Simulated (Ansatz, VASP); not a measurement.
Two plane-wave programs on SiO2

Contents of INCAR:

```
  ALGO = Normal
  EDIFF = 1E-7
  ENCUT = 520
  ISIF = 2
  ISMEAR = 0
  LASPH = T
  LCHARG = F
  LREAL = F
  LWAVE = F
  NBANDS = 44
  NELM = 80
  PREC = Accurate
  SIGMA = 0.02
```

File KPOINTS:

```
k-points
0
Gamma
  6 6 6
```

POSCAR

```
SiO2
1.0
   -4.4553296906      4.4553296906      2.6073622167
    4.4553296906     -4.4553296906      2.6073622167
    4.4553296906      4.4553296906     -2.6073622167
Si O
4 8
Direct
    0.1769371919      0.1769371919      0.3538743837
    0.8230628081      0.1769371919      0.0000000000
    0.1769371919      0.8230628081      0.0000000000
    0.8230628081      0.8230628081      0.6461256163
    0.5000000000      0.5000000000      0.5000000000
    0.0000000000      0.5000000000      0.0000000000
    0.5000000000      0.0000000000      0.0000000000
    0.0000000000      0.0000000000      0.5000000000
    0.0000000000      0.2089418893      0.2089418893
    0.7910581107      0.0000000000      0.7910581107
    0.2089418893      0.0000000000      0.2089418893
    0.0000000000      0.7910581107      0.7910581107
```

Input for Ansatz:

```yaml
crystal:
  lattice:
    - [-4.4553296922, 4.4553296922, 2.6073622161]
    - [4.4553296922, -4.4553296922, 2.6073622161]
    - [4.4553296922, 4.4553296922, -2.6073622161]
  atoms:
    - { symbol: Si, position: [0.1769371916, 0.1769371916, 0.3538743832] }
    - { symbol: Si, position: [0.8230628084, 0.1769371916, 0.0] }
    - { symbol: Si, position: [0.1769371916, 0.8230628084, 0.0] }
    - { symbol: Si, position: [0.8230628084, 0.8230628084, 0.6461256168] }
    - { symbol: O, position: [0.5, 0.5, 0.5] }
    - { symbol: O, position: [0.0, 0.5, 0.0] }
    - { symbol: O, position: [0.5, 0.0, 0.0] }
    - { symbol: O, position: [0.0, 0.0, 0.5] }
    - { symbol: O, position: [0.0, 0.2089418894, 0.2089418894] }
    - { symbol: O, position: [0.7910581106, 0.0, 0.7910581106] }
    - { symbol: O, position: [0.2089418894, 0.0, 0.2089418894] }
    - { symbol: O, position: [0.0, 0.7910581106, 0.7910581106] }
basis:
  ecutwfc: 420
kpoints:
  mp_grid: { grid: [6, 6, 6] }
  band_path: { path: [VBM, CBM], npoints: 2 }
hamiltonian:
  xc: lda
scf:
  occupations: { method: gaussian, width: 0.02 }
output:
  forces: true
  stress: true
  eigenvalues: true
checkpoint:
  read: start.run
  write: ck
  compress: false
  write_wavefunctions: false
  write_every: 100000
```

Alike in both runs: task single point; functional LDA; k mesh 6 × 6 × 6; occupations gaussian, width 0.02 eV; no spin polarisation.

|  | VASP | Ansatz |
| --- | --- | --- |
| version | VASP 6.6.1 | Ansatz 0.2.0 |
| potentials or method | VASP PAW LDA potentials, release 64 (Si, O), cutoff 520 eV | scalar-relativistic, plane waves, PAW |
| valence electrons in the cell | 64 | 64 |

Ansatz gave:

| Item | Value |
| --- | --- |
| gap on the k mesh at the Fermi level (eV) | 5.35 |
| least direct gap on the mesh (eV) | 5.35 |
| pressure (GPa) | 0.0 |
| rms of the force components (eV/Å) | 0.000 |

Estimate VASP's values.

gap on the k mesh at the Fermi level (eV): 5.34; least direct gap on the mesh (eV): 5.34; pressure (GPa): 0.4; rms of the force components (eV/Å): 0.010.

LDA's correlation is that of Perdew and Zunger in VASP and of Perdew and Wang (1992) in Ansatz. Atom by atom the forces differ by 0.010 eV/Å (rms over components).
